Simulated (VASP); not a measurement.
# Si8NO14 (a cell with a defect) in VASP: further runs

Runs on Si8NO14 (a cell with a defect). Level: LDA. Tasks: single point.

Program: VASP 6.6.1. These are calculated values, not measurements. Logs are shortened: lines on timing, memory, paths and dates and some standing lists are left out, and cuts for length are marked.

## (1) The cell of the first run

The cell holds a defect, 23 atoms: a = 5.896 Å, b = 5.896 Å, c = 5.330 Å, α = 90.00°, β = 90.00°, γ = 90.00°.

## (2) Single point, LDA, collinear spin, zero start

Contents of INCAR:

```
SYSTEM = Si8NO14
PREC = Accurate
ENCUT = 520
EDIFF = 1E-7
ISMEAR = 0
SIGMA = 0.05
LREAL = Auto
LASPH = .TRUE.
NELM = 150
ALGO = Normal
ISIF = 2
LWAVE = .FALSE.
LCHARG = .TRUE.
ISPIN = 2
MAGMOM = 0 0 0 0 0 0 0 0 0 0 0 0 0 0 0 0 0 0 0 0 0 0 0
LORBIT = 11
GGA = CA
LELF = .TRUE.
LVHAR = .TRUE.
NBANDS = 82
```

Contents of KPOINTS:

```
regular mesh
0
G
  2 2 2
  0 0 0
```

Contents of POSCAR:

```
Si8NO14
1.0
   -4.1693000000     -4.1693000000      0.0000000000
    4.1693000000     -4.1693000000      0.0000000000
    0.0000000000      0.0000000000      5.3304000000
Si O N
8 14 1
Direct
    0.5000000000      0.4992627060     -0.0004312997
    0.0000000000      0.5130969227      0.2500000000
    0.5000000000      0.4992627060      0.5004312997
    0.0000000000      0.4662123138      0.7500000000
    0.0000000000      0.0130916461      0.0049167042
    0.5000000000     -0.0079152376      0.2500000000
    0.0000000000      0.0130916461      0.4950832958
    0.5000000000     -0.0031659991      0.7500000000
    0.1930206509      0.5104537932     -0.0016482816
    0.0000000000      0.2048092006      0.2500000000
    0.8069793491      0.5104537932     -0.0016482816
    0.0000000000      0.8140155422      0.2500000000
    0.1930206509      0.5104537932      0.5016482816
    0.8069793491      0.5104537932      0.5016482816
    0.6934764829     -0.0076404912      0.0011016059
    0.5000000000      0.6895615571      0.2500000000
    0.3065235171     -0.0076404912      0.0011016059
    0.5000000000      0.3030470343      0.2500000000
    0.6934764829     -0.0076404912      0.4988983941
    0.5000000000      0.6920487852      0.7500000000
    0.3065235171     -0.0076404912      0.4988983941
    0.5000000000      0.3039968340      0.7500000000
    0.0000000000      1.1808315545      0.7500000000
```

Potentials or basis: VASP PAW LDA potentials, release 64 (Si, O, N).

Command:

```
cat potpaw_LDA.64/Si/POTCAR potpaw_LDA.64/O/POTCAR potpaw_LDA.64/N/POTCAR > POTCAR
mpirun -np 1 vasp_std > vasp.out
```

OUTCAR:

```text
SYSTEM = Si8NO14
   PREC = Accurate
   ENCUT = 520
   EDIFF = 1E-7
   ISMEAR = 0
   LREAL = Auto
   LASPH = .TRUE.
   NELM = 150
   ISIF = 2
   ISPIN = 2
   LORBIT = 11
   GGA = CA

 ion  position               nearest neighbor table
   1  0.500  0.499  1.000-  16 1.74  20 1.75  22 1.76  18 1.77   9 1.81  11 1.81   3 2.66   3 2.67

   2  0.000  0.513  0.250-   9 1.76  11 1.76  13 1.76  14 1.76  12 1.77  10 1.82   4 2.68   4 2.68

   3  0.500  0.499  0.500-  16 1.74  20 1.75  22 1.76  18 1.77  13 1.81  14 1.81   1 2.66   1 2.67
[... 12 lines left out ...]
  10  0.000  0.205  0.250-   5 1.73   7 1.73   2 1.82
  11  0.807  0.510  0.998-   2 1.76   4 1.77   1 1.81
  12  0.000  0.814  0.250-   5 1.76   7 1.76   2 1.77
  13  0.193  0.510  0.502-   2 1.76   4 1.77   3 1.81
  14  0.807  0.510  0.502-   2 1.76   4 1.77   3 1.81
  15  0.693  0.992  0.001-   6 1.75   8 1.76   5 1.81
  16  0.500  0.690  0.250-   1 1.74   3 1.74   6 1.78
  17  0.307  0.992  0.001-   6 1.75   8 1.76   5 1.81
  18  0.500  0.303  0.250-   1 1.77   3 1.77   6 1.83
  19  0.693  0.992  0.499-   6 1.75   8 1.76   7 1.81
  20  0.500  0.692  0.750-   1 1.75   3 1.75   8 1.80
  21  0.307  0.992  0.499-   6 1.75   8 1.76   7 1.81
  22  0.500  0.304  0.750-   1 1.76   3 1.76   8 1.81
  23  0.000  0.181  0.750-   5 1.68   7 1.68   4 1.68

  LATTYP: Found a simple tetragonal cell.
 ALAT       =     5.8962806056
 C/A-ratio  =     0.9040275313

  Lattice vectors:

 A1 = (  -4.1693000000,  -4.1693000000,   0.0000000000)
 A2 = (   4.1693000000,  -4.1693000000,   0.0000000000)
 A3 = (   0.0000000000,   0.0000000000,   5.3304000000)

Analysis of symmetry for initial positions (statically):
=====================================================================
 Subroutine PRICEL returns:
 Original cell was already a primitive cell.

 Routine SETGRP: Setting up the symmetry group for a
 simple tetragonal supercell.

 Subroutine GETGRP returns: Found  4 space group operations
 (whereof  2 operations were pure point group operations)
 out of a pool of 16 trial point group operations.

The static configuration has the point symmetry C_1h.
 The point group associated with its full space group is C_2v.

Analysis of symmetry for dynamics (positions and initial velocities):
=====================================================================
 Subroutine PRICEL returns:
 Original cell was already a primitive cell.

 Routine SETGRP: Setting up the symmetry group for a
[... 189 lines left out ...]

 Free energy of the ion-electron system (eV)
  ---------------------------------------------------
  ext. energy  EPLUGINS =         0.00000000
  ---------------------------------------------------
  free energy    TOTEN  =      -195.58660214 eV

  energy without entropy =     -195.58659623  energy(sigma->0) =     -195.58659918

 E-fermi :  10.3959     XC(G=0): -12.5300

 val. band max:       10.2628454574   @ k =   0.5000   0.0000   0.0000
 cond. band min:      10.5290135162   @ k =   0.0000   0.5000   0.5000
 fundamental gap:      0.2661680589
 Fermi energy:        10.3959296590

 spin component 1

 k-point     1 :       0.0000    0.0000    0.0000
  band No.  band energies     occupation
      1     -14.4579      1.00000
      2     -12.7949      1.00000
      3     -12.6835      1.00000
      4     -11.8451      1.00000
      5     -11.7287      1.00000
      6     -11.4781      1.00000
[... 589 lines left out ...]
     71      17.7708      0.00000
     72      17.9797      0.00000
 Fermi energy:        10.3959296590

 spin component 2

 k-point     1 :       0.0000    0.0000    0.0000
  band No.  band energies     occupation
      1     -14.4579      1.00000
      2     -12.7949      1.00000
      3     -12.6835      1.00000
      4     -11.8451      1.00000
      5     -11.7287      1.00000
      6     -11.4781      1.00000
[... 589 lines left out ...]
     71      17.7708      0.00000
     72      17.9797      0.00000
 [bands above 72 left out]

------------------------ aborting loop because EDIFF is reached ----------------------------------------

  FORCE on cell =-STRESS in cart. coord.  units (eV):
  Direction    XX          YY          ZZ          XY          YZ          ZX
  --------------------------------------------------------------------------------------
  -------------------------------------------------------------------------------------
  Total        2.2283699      2.2283699      3.1212812     -2.2068200      0.0000000      0.0000000
  in kB       19.2655663     19.2655663     26.9853090    -19.0792545      0.0000000      0.0000000
  external PRESSURE =      21.8388138 kB  Pullay stress =       0.0000000 kB

 VOLUME and BASIS-vectors are now :
 -----------------------------------------------------------------------------
  energy-cutoff  :      520.00
  volume of cell :      185.32
      direct lattice vectors                 reciprocal lattice vectors
    -4.169300000 -4.169300000  0.000000000    -0.119924208 -0.119924208  0.000000000
     4.169300000 -4.169300000  0.000000000     0.119924208 -0.119924208  0.000000000
     0.000000000  0.000000000  5.330400000     0.000000000  0.000000000  0.187603182

 POSITION                                       TOTAL-FORCE (eV/Angst)
 -----------------------------------------------------------------------------------
     -0.00307     -4.16623      5.32810        -0.001118      0.001118     -0.012338
      2.13925     -2.13925      1.33260         0.000735     -0.000735      0.000000
     -0.00307     -4.16623      2.66750        -0.001118      0.001118      0.012338
      1.94378     -1.94378      3.99780        -0.000170      0.000170      0.000000
      0.05458     -0.05458      0.02621        -0.008829      0.008829     -0.050746
      2.05165     -6.22095      1.33260        -0.001190      0.001190      0.000000
[... 15 lines left out ...]
     -0.81720     -3.35210      3.99780        -0.023394      0.023394      0.000000
      0.75394     -0.75394      3.99780        -0.005379      0.005379      0.000000
 -----------------------------------------------------------------------------------
    total drift:                               -0.004469      0.004469      0.000000

  FREE ENERGIE OF THE ION-ELECTRON SYSTEM (eV)
  ---------------------------------------------------
  free  energy   TOTEN  =      -195.5866021386 eV

  energy  without entropy=     -195.5865962297  energy(sigma->0) =     -195.58659918

 total charge

# of ion       s       p       d       tot
------------------------------------------
    1        0.595   0.895   0.000   1.491
    2        0.594   0.896   0.000   1.490
    3        0.595   0.895   0.000   1.491
    4        0.636   0.921   0.000   1.556
    5        0.636   0.920   0.000   1.556
    6        0.602   0.905   0.000   1.506
[... 15 lines left out ...]
   22        1.538   3.668   0.000   5.206
   23        1.226   2.808   0.000   4.034
--------------------------------------------------
tot         27.692  61.415   0.000  89.107

 magnetization (x)

# of ion       s       p       d       tot
------------------------------------------
    1       -0.000  -0.000   0.000  -0.000
    2        0.000   0.000   0.000   0.000
    3       -0.000  -0.000   0.000  -0.000
    4        0.000   0.000   0.000   0.000
    5        0.000   0.000   0.000   0.000
    6       -0.000  -0.000   0.000  -0.000
[... 15 lines left out ...]
   22        0.000   0.000   0.000   0.000
   23        0.000  -0.000   0.000  -0.000
--------------------------------------------------
tot          0.000   0.000   0.000   0.000
```

OSZICAR:

```text
N       E                     dE             d eps       ncg     rms          rms(c)
DAV:   1     0.599119893580E+03    0.59912E+03   -0.66505E+04  2624   0.143E+03
DAV:   2    -0.178840597443E+03   -0.77796E+03   -0.75822E+03  3080   0.323E+02
DAV:   3    -0.215806532919E+03   -0.36966E+02   -0.36765E+02  3368   0.705E+01
DAV:   4    -0.216167611175E+03   -0.36108E+00   -0.36041E+00  3288   0.779E+00
DAV:   5    -0.216171727584E+03   -0.41164E-02   -0.41141E-02  3232   0.785E-01    0.357E+01
DAV:   6    -0.196001144841E+03    0.20171E+02   -0.71166E+01  3080   0.292E+01    0.173E+01
DAV:   7    -0.195763678422E+03    0.23747E+00   -0.35603E+00  3200   0.626E+00    0.610E+00
DAV:   8    -0.195620779603E+03    0.14290E+00   -0.21754E-01  3120   0.162E+00    0.265E+00
DAV:   9    -0.195586597288E+03    0.34182E-01   -0.34070E-02  3272   0.857E-01    0.406E-01
DAV:  10    -0.195586669024E+03   -0.71736E-04   -0.61009E-03  3144   0.261E-01    0.283E-01
DAV:  11    -0.195586592934E+03    0.76090E-04   -0.61342E-04  3064   0.905E-02    0.130E-01
DAV:  12    -0.195586603118E+03   -0.10183E-04   -0.88196E-05  3224   0.359E-02    0.364E-02
DAV:  13    -0.195586602463E+03    0.65465E-06   -0.11172E-05  3080   0.130E-02    0.905E-03
DAV:  14    -0.195586602176E+03    0.28718E-06   -0.14231E-06  3248   0.562E-03    0.350E-03
DAV:  15    -0.195586602139E+03    0.37035E-07   -0.34431E-07  2976   0.248E-03
   1 F= -.19558660E+03 E0= -.19558660E+03  d E =-.590896E-05  mag=     0.0000
```

stdout:

```text
POSCAR found type information on POSCAR SiO N
 POSCAR found :  3 types and      23 ions
 scaLAPACK will be used
 LDA part: xc-table for (Slater(with rela. corr.)+CA(PZ))
 , standard interpolation
 POSCAR, INCAR and KPOINTS ok, starting setup
 FFT: planning ... GRIDC
 FFT: planning ... GRID_SOFT
 FFT: planning ... GRID
 WAVECAR not read
 entering main loop
```

Wall time 3.3 min (1 thread of Intel Xeon Platinum 8559C (Emerald Rapids), shared host); peak memory 0.33 GiB.

What came out:

```
Free energy                                           : -195.5866 eV
Pressure                                              : 2.2 GPa
Largest force                                         : 0.052 eV/Å
Net moment                                            : 0.00 μB per cell
Valence electrons inside the program's atomic spheres : Si 1.49, 1.56, 1.51, 1.48; O 5.20, 5.23, 5.21, 5.24, 5.19; N 4.03
```

Forces in eV/Å, atoms in the order of the input:
```
Si  -0.001  0.001 -0.012
Si   0.001 -0.001  0.000
Si  -0.001  0.001  0.012
Si   0.000  0.000  0.000
Si  -0.009  0.009 -0.051
Si  -0.001  0.001  0.000
Si  -0.009  0.009  0.051
Si   0.001 -0.001  0.000
O   -0.016 -0.024 -0.001
O    0.037 -0.037  0.000
O    0.024  0.016 -0.001
O   -0.023  0.023  0.000
O   -0.016 -0.024  0.001
O    0.024  0.016  0.001
O   -0.028 -0.029 -0.001
O    0.024 -0.024  0.000
O    0.029  0.028 -0.001
O   -0.032  0.032  0.000
O   -0.028 -0.029  0.001
O    0.023 -0.023  0.000
O    0.029  0.028  0.001
O   -0.023  0.023  0.000
N   -0.005  0.005  0.000
```

Stress tensor (GPa, compression positive):
```
 1.93 -1.91  0.00
-1.91  1.93  0.00
 0.00  0.00  2.70
```

Levels at points of the mesh, in eV from the Fermi level:
Spin up:
```tsv
k point	band 57	band 58	band 59	band 60	band 61	band 62	band 63	band 64
(0.00, 0.00, 0.00)	-3.92	-3.84	-3.20	-1.92	-0.71	3.21	3.62	3.73
(0.50, 0.00, 0.00)	-4.24	-3.95	-3.57	-2.54	-0.13	3.42	4.03	4.39
(0.00, 0.50, 0.00)	-4.28	-3.74	-3.49	-2.10	-0.46	2.67	3.62	4.18
(0.50, 0.50, 0.00)	-4.00	-3.86	-3.81	-2.30	-0.23	3.03	4.35	4.79
(0.00, 0.00, 0.50)	-4.14	-3.83	-3.46	-2.05	0.21	2.21	3.87	5.07
(0.50, 0.00, 0.50)	-3.64	-3.60	-3.60	-2.30	0.31	2.95	4.17	5.23
(0.00, 0.50, 0.50)	-3.69	-3.61	-3.53	-1.95	0.13	2.17	3.60	5.26
(0.50, 0.50, 0.50)	-4.12	-4.06	-3.89	-2.34	0.40	2.83	3.64	6.23
```
Spin down:
| k point | band 57 | band 58 | band 59 | band 60 | band 61 | band 62 | band 63 | band 64 |
| --- | --- | --- | --- | --- | --- | --- | --- | --- |
| (0.00, 0.00, 0.00) | -3.92 | -3.84 | -3.20 | -1.92 | -0.71 | 3.21 | 3.62 | 3.73 |
| (0.50, 0.00, 0.00) | -4.24 | -3.95 | -3.57 | -2.54 | -0.13 | 3.42 | 4.03 | 4.39 |
| (0.00, 0.50, 0.00) | -4.28 | -3.74 | -3.49 | -2.10 | -0.46 | 2.67 | 3.62 | 4.18 |
| (0.50, 0.50, 0.00) | -4.00 | -3.86 | -3.81 | -2.30 | -0.23 | 3.03 | 4.35 | 4.79 |
| (0.00, 0.00, 0.50) | -4.14 | -3.83 | -3.46 | -2.05 | 0.21 | 2.21 | 3.87 | 5.07 |
| (0.50, 0.00, 0.50) | -3.64 | -3.60 | -3.60 | -2.30 | 0.31 | 2.95 | 4.17 | 5.23 |
| (0.00, 0.50, 0.50) | -3.69 | -3.61 | -3.53 | -1.95 | 0.13 | 2.17 | 3.60 | 5.26 |
| (0.50, 0.50, 0.50) | -4.12 | -4.06 | -3.89 | -2.34 | 0.40 | 2.83 | 3.64 | 6.23 |

Caveat: the k points lie up to 0.59 Å⁻¹ apart.

(Continued in part 2 of 3.)
